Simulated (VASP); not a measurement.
# Mg in VASP: notebook, part 2 of 2

VASP 6.6.1. The steps go on from the part before.

## (3) Single point, PBE (the cell strained at random)

File INCAR:

```
PREC = Accurate
ENCUT = 520
EDIFF = 1E-7
ISMEAR = -1
SIGMA = 0.05
LREAL = F
LASPH = T
NELM = 80
ALGO = Fast
ISIF = 2
LWAVE = F
LCHARG = F
GGA = PE
NBANDS = 7
```

File KPOINTS:

```
regular mesh
0
Gamma
  11 11 11
```

File POSCAR:

```
Mg
1.0
   -1.7681140000      1.7577310000      1.7471990000
    1.7624760000     -1.7896230000      1.7734530000
    1.7873860000      1.8088950000     -1.7790900000
Mg
1
Direct
   -0.0142060000     -0.0107230000     -0.0211460000
```

Potentials or basis: VASP PAW PBE potentials, release 64 (Mg).

On the command line:

```
> cat potpaw_PBE.64/Mg/POTCAR > POTCAR
> mpirun -np 1 vasp_std > vasp.out
```

OUTCAR:

```text
PREC = Accurate
   ENCUT = 520
   EDIFF = 1E-7
   ISMEAR = -1
   LREAL = F
   LASPH = T
   NELM = 80
   ISIF = 2
   GGA = PE

 ion  position               nearest neighbor table
   1  0.986  0.989  0.979-

  LATTYP: Found a triclinic cell.
 ALAT       =     7.9107893528
 B/A-ratio  =     0.6326732863
 C/A-ratio  =     0.3868507411
 COS(alpha) =     0.0021340196
 COS(beta)  =     0.2636202743
 COS(gamma) =     0.9474909000

  Lattice vectors:

[... 415 lines left out ...]
 k-point    24 :      -0.4545    0.1818   -0.0000
  band No.  band energies     occupation
      1      -0.5188      2.00000
      2       5.7546      0.00000
      3       7.7927      0.00000
      4      11.6036      0.00000
      5      15.4824      0.00000
      6      17.6918      0.00000
      7      19.9043      0.00000

 [... further k-points ...]
[... 5 lines left out ...]
  --------------------------------------------------------------------------------------
  -------------------------------------------------------------------------------------
  Total        0.1109001      0.1050589      0.1287118     -0.0471915      0.0834486      0.0146537
  in kB        7.9731362      7.5531842      9.2537102     -3.3928241      5.9995184      1.0535252
  external PRESSURE =       8.2600102 kB  Pullay stress =       0.0000000 kB

 VOLUME and BASIS-vectors are now :
 -----------------------------------------------------------------------------
  energy-cutoff  :      520.00
  volume of cell :       22.29
      direct lattice vectors                 reciprocal lattice vectors
    -1.768114000  1.757731000  1.747199000    -0.001080989  0.282945501  0.286599642
     1.762476000 -1.789623000  1.773453000     0.282147328  0.001019290  0.284499364
     1.787386000  1.808895000 -1.779090000     0.280191740  0.278889635  0.002975037

 POSITION                                       TOTAL-FORCE (eV/Angst)
 -----------------------------------------------------------------------------------
      1.75017      1.73297      1.73535         0.000000     -0.000000     -0.000000
 -----------------------------------------------------------------------------------
    total drift:                               -0.000000      0.000000      0.000000

  FREE ENERGIE OF THE ION-ELECTRON SYSTEM (eV)
  ---------------------------------------------------
  free  energy   TOTEN  =        -1.4807745902 eV

  energy  without entropy=       -1.4783945392  energy(sigma->0) =       -1.47958456
```

stdout:

```text
POSCAR found type information on POSCAR Mg
 POSCAR found :  1 types and       1 ions
 scaLAPACK will be used
 LDA part: xc-table for (Slater+PW92), standard interpolation
 POSCAR, INCAR and KPOINTS ok, starting setup
 FFT: planning ... GRIDC
 FFT: planning ... GRID_SOFT
 FFT: planning ... GRID
 WAVECAR not read
 entering main loop
```

Run time: 39 s. Hardware: 1 thread of Intel Xeon Platinum 8259CL at 2.50GHz (Skylake/Cascade Lake), shared host; peak memory 0.22 GiB.

Results:

- Free energy: -1.4808 eV
- Pressure: 0.8 GPa
- Band gap on the k mesh: zero (band 1 reaches 5.21 eV, above the bottom of band 2 at 1.92 eV)

Caveat: the cell differs from its parent crystal (the cell strained at random).

## (4) Single point, PBEsol+D4 (the cell strained at random)

File INCAR:

```
SYSTEM = Mg
ALGO = Normal
EDIFF = 1E-6
ENCUT = 520
GGA = PS
ISIF = 2
ISMEAR = -5
IVDW = 13
LASPH = .TRUE.
LCHARG = .FALSE.
LREAL = .FALSE.
LWAVE = .FALSE.
NBANDS = 7
NELM = 60
PREC = Accurate
SIGMA = 0.05
```

File KPOINTS:

```
k-points
0
G
  11 11 11
  0 0 0
```

File POSCAR:

```
Mg
1.0
   -1.8140210000      1.7847020000      1.7239620000
    1.8121080000     -1.8468990000      1.7842460000
    1.7506110000      1.7834890000     -1.7861590000
Mg
1
Direct
    0.0357750000      0.0723640000      0.0436160000
```

On the command line:

```
> cat potpaw_PBE.64/Mg/POTCAR > POTCAR
> mpirun -np 1 vasp_std > vasp.out
```

Run time: 30 s. Hardware: 1 thread of Intel Xeon Platinum 8375C at 2.90GHz (Ice Lake), shared host; peak memory 0.23 GiB.

It converged, with:

| Property | Result |
| --- | --- |
| Free energy | -1.7866 eV |
| Pressure | -0.6 GPa |
| Band gap on the k mesh | zero (band 1 reaches 5.22 eV, above the bottom of band 2 at 1.68 eV) |
| Dispersion energy per atom | -0.097 eV |

Stress tensor (GPa, compression positive):
```
-0.86  0.91  0.04
 0.91 -0.38  0.76
 0.04  0.76 -0.66
```

Levels at points of the mesh, in eV from the Fermi level:
```tsv
k point	band 1	band 2	band 3	band 4	band 5
(0.00, 0.00, 0.00)	-7.19	12.65	12.91	13.36	14.58
```

Caveat: the cell differs from its parent crystal (the cell strained at random); the PAW data sets were made with another functional, which shifts forces and pressure a little; pairwise dispersion overbinds metals, which lowers pressure and volume; tetrahedron occupations give inexact forces and stress in metals.

## (5) Single point, PBE

This run uses another cell than the first one, of 22.29 Å³/atom, 0.943 times its volume.

File INCAR:

```
PREC     = Accurate       # precision mode
ENCUT    = 520            # plane-wave cutoff, eV
EDIFF    = 1E-6           # SCF threshold, eV
ISMEAR   = -1             # smearing method
SIGMA    = 0.03           # smearing width, eV
LREAL    = F              # projectors in reciprocal space
LASPH    = T              # aspherical terms in the spheres
NELM     = 100            # most SCF steps
ALGO     = Normal         # electronic algorithm
ISIF     = 2              # what is computed and relaxed
LWAVE    = F              # write WAVECAR
LCHARG   = F              # write CHGCAR
GGA      = PE             # functional
NBANDS   = 7              # bands
```

File KPOINTS:

```
regular mesh
0
Gamma
  7 7 7
```

File POSCAR:

```
Mg
1.0
   -1.7727644967      1.7727644967      1.7727644967
    1.7727644967     -1.7727644967      1.7727644967
    1.7727644967      1.7727644967     -1.7727644967
Mg
1
Direct
    0.0000000000      0.0000000000      0.0000000000
```

On the command line:

```
> cat potpaw_PBE.64/Mg/POTCAR > POTCAR
> mpirun -np 1 vasp_std > vasp.out
```

Run time: 3.4 s. Hardware: 1 thread of AMD EPYC 7R13, shared host; peak memory 0.1 GiB.

It converged, with:

```
Free energy            : -1.5058 eV
Pressure               : 0.8 GPa
Band gap on the k mesh : zero (band 1 reaches 4.30 eV, above the bottom of band 2 at 2.25 eV)
```

Levels at points of the mesh, in eV from the Fermi level:
```tsv
k point	band 1	band 2	band 3	band 4	band 5	band 6
(0.00, 0.00, 0.00)	-6.84	13.45	13.45	13.45	15.49	15.49
```

## (6) Single point, r2SCAN+D4 (volume scaled by 0.8)

File POSCAR:

```
Mg
1.0
    2.8504165778      0.0000000000      0.0000000000
   -0.9501388593      2.6873985218      0.0000000000
   -0.9501388593     -1.3436992609      2.3273553900
Mg
1
Direct
    0.0000000000      0.0000000000      0.0000000000
```

File INCAR.step1:

```
SYSTEM = Mg
  PREC = Accurate
  ENCUT = 520
  ISMEAR = -1
  SIGMA = 0.025
  LREAL = .False.
  LASPH = .True.
  NELM = 60
  NBANDS = 7
  GGA = PE
  ALGO = Normal
  EDIFF = 1E-4
  LWAVE = .True.
  LCHARG = .False.
```

File INCAR.step2:

```
SYSTEM = Mg
  PREC = Accurate
  ENCUT = 520
  EDIFF = 1E-6
  ISMEAR = -1
  SIGMA = 0.025
  LREAL = .False.
  LASPH = .True.
  NELM = 60
  ALGO = Normal
  ISIF = 2
  LWAVE = .False.
  LCHARG = .True.
  METAGGA = R2SCAN
  LMIXTAU = .True.
  IVDW = 13
  VDW_S6 = 1.0
  VDW_S8 = 0.6018749
  VDW_A1 = 0.51559235
  VDW_A2 = 5.77342911
  LELF = .True.
  LVHAR = .True.
  NBANDS = 7
  ISTART = 1
```

File KPOINTS:

```
Automatic mesh
0
Gamma
  11 11 11
  0 0 0
```

Potentials or basis: VASP PAW PBE potentials, release 64 (Mg).

On the command line:

```
> cat potpaw_PBE.64/Mg/POTCAR > POTCAR
> cp INCAR.step1 INCAR
> mpirun -np 1 vasp_std > vasp.out
> cp INCAR.step2 INCAR
> mpirun -np 1 vasp_std > vasp.out
```

It took 18 s on 1 thread of Intel Xeon 6975P-C, shared host; peak memory 0.14 GiB.

The run converged. Its results:

```yaml
Free_energy: -3.9981 eV
Pressure: 13.7 GPa
Band_gap_on_the_k_mesh: zero (band 1 reaches 6.70 eV, above the bottom of band 2 at 3.45 eV)
Dispersion_energy_per_atom: -0.034 eV
```

Levels at points of the mesh, in eV from the Fermi level:
```csv
k point,band 1,band 2,band 3,band 4,band 5
"(0.00, 0.00, 0.00)",-8.73,15.64,15.64,15.64,18.08
```

Caveat: the cell differs from its parent crystal (volume scaled by 0.8); the PAW data sets were made with another functional, which shifts forces and pressure a little; pairwise dispersion overbinds metals, which lowers pressure and volume.

## (7) Overview

| level | cell | k mesh | smearing | gap on the mesh (eV) | pressure (GPa) |
| --- | --- | --- | --- | --- | --- |
| PBE | a = 3.131 Å, angles 109.5°, 1 atom | 11 × 11 × 11 | fermi-dirac 0.05 eV | none | -1.3 |
| PBE | a = 3.044, b = 3.075, c = 3.104 Å, angles 109.9, 109.1, 109.8°, 1 atom | 11 × 11 × 11 | fermi-dirac 0.05 eV | none | 0.8 |
| PBEsol+D4 | a = 3.074, b = 3.143, c = 3.072 Å, angles 110.0, 109.0, 111.3°, 1 atom | 11 × 11 × 11 | tetrahedron | none | -0.6 |
| PBE | a = 3.071 Å, angles 109.5°, 1 atom | 7 × 7 × 7 | fermi-dirac 0.03 eV | none | 0.8 |
| r2SCAN+D4 | a = 2.850 Å, angles 109.5°, 1 atom | 11 × 11 × 11 | fermi-dirac 0.025 eV | none | 13.7 |

Alike in all rows: task single point; potentials or basis VASP PAW PBE potentials, release 64 (Mg); no spin polarisation; cutoff (eV) 520.

Caveats: the PAW data sets were made with another functional, which shifts forces and pressure a little (some runs); pairwise dispersion overbinds metals, which lowers pressure and volume (some runs); tetrahedron occupations give inexact forces and stress in metals (some runs).

Total energies depend on the potentials used, so only differences within one code and one set of settings carry meaning.
